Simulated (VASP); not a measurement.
Cr, 1 atom in the cell. The structure is tetragonal, space group I4/mmm (No. 139). The conventional cell has a = 2.884 Å, b = 2.884 Å, c = 3.100 Å, α = 90.00°, β = 90.00°, γ = 90.00°. Within 3.4 Å of Cr (site symmetry 4/mmm) lie 14 Cr at 2.56 to 3.10 Å.  This cell differs from its parent crystal: strain +0.0750 x Voigt [1, 0, 0, 0, 0, 0].

| Property | Result |
| --- | --- |
| Program | VASP 6.6.1 |
| Task | single point |
| Functional | PBE |
| Potentials or basis | VASP PAW PBE potentials, release 64 (Cr_pv) |
| Cutoff | 520 eV |
| k mesh | 24 × 24 × 24 |
| Occupations | gaussian, width 0.15 eV |
| Spin | no spin polarisation |
| Dipole correction | no |
| Further INCAR settings | ALGO = Fast; EDIFF = 1e-07; NBANDS = 12 |

Potentials or basis: VASP PAW PBE potentials, release 64 (Cr_pv).

Run with:

```bash
$ cat potpaw_PBE.64/Cr_pv/POTCAR > POTCAR
$ mpirun -np 1 vasp_std > vasp.out
```

Hardware: 1 thread of AMD EPYC 9R45 (Zen 5), with other jobs on the host.

Question: How long does it take, and how much memory?

Answer: Wall time 64 s on 1 thread of AMD EPYC 9R45 (Zen 5) (shared host), peak memory 0.23 GiB. Counts: scf iterations 13, k points 1063.
